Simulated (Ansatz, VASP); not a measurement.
**Two plane-wave programs on SnTe**

INCAR

```
SYSTEM = SnTe
PREC = Accurate ; ENCUT = 520
EDIFF = 1E-8 ; ISMEAR = -1
SIGMA = 0.08 ; LREAL = .FALSE.
LASPH = .TRUE. ; NELM = 100
ALGO = Normal ; ISIF = 2
LWAVE = .FALSE. ; LCHARG = .FALSE.
GGA = PS ; LEFG = .TRUE.
NBANDS = 17
```

KPOINTS

```
Automatic mesh
0
G
  11 11 11
  0 0 0
```

File POSCAR:

```
SnTe
1.0
    0.0000000000      3.1459430650      3.1459430650
    3.1459430650      0.0000000000      3.1459430650
    3.1459430650      3.1459430650      0.0000000000
Sn Te
1 1
Direct
    0.0000000000      0.0000000000      0.0000000000
    0.5000000000      0.5000000000      0.5000000000
```

Input for Ansatz:

```yaml
crystal:
  lattice:
    - [0.0, 3.145943065, 3.145943065]
    - [3.145943065, 0.0, 3.145943065]
    - [3.145943065, 3.145943065, 0.0]
  atoms:
    - { symbol: Sn, position: [0.0, 0.0, 0.0] }
    - { symbol: Te, position: [0.5, 0.5, 0.5] }
kpoints:
  mp_grid: { grid: [11, 11, 11] }
scf:
  occupations: { method: fermi_dirac, width: 0.08 }
hamiltonian:
  xc: pbesol
  pseudopotentials: { kind: paw }
output:
  forces: true
  stress: true
  eigenvalues: true
  efg: { contact_densities: true }
```

Change from the starting cell: volume scaled by 0.99, PAW files.

Alike in both runs: task electric field gradients; functional PBEsol; k mesh 11 × 11 × 11; occupations fermi-dirac, width 0.08 eV; no spin polarisation.

```csv
,VASP,Ansatz
version,VASP 6.6.1,Ansatz 0.2.0
potentials or method,"VASP PAW PBE potentials, release 64 (Sn_d, Te)","PAW with Ansatz's default frozen-core files, scalar-relativistic"
plane-wave cutoff (eV),520,420
valence electrons in the cell,20,30
```

```csv
,VASP,Ansatz,Ansatz less VASP
pressure (GPa),-0.1,-0.1,-0.01
```

VASP's potentials were made for PBE, not for PBEsol. With one functional, cell and mesh, what is left measures potentials, basis and numerics. VASP's potentials hold 20 valence electrons a cell and Ansatz's 30, so a difference there can come from the potentials and not from the codes.

Neither program's run includes spin-orbit coupling.
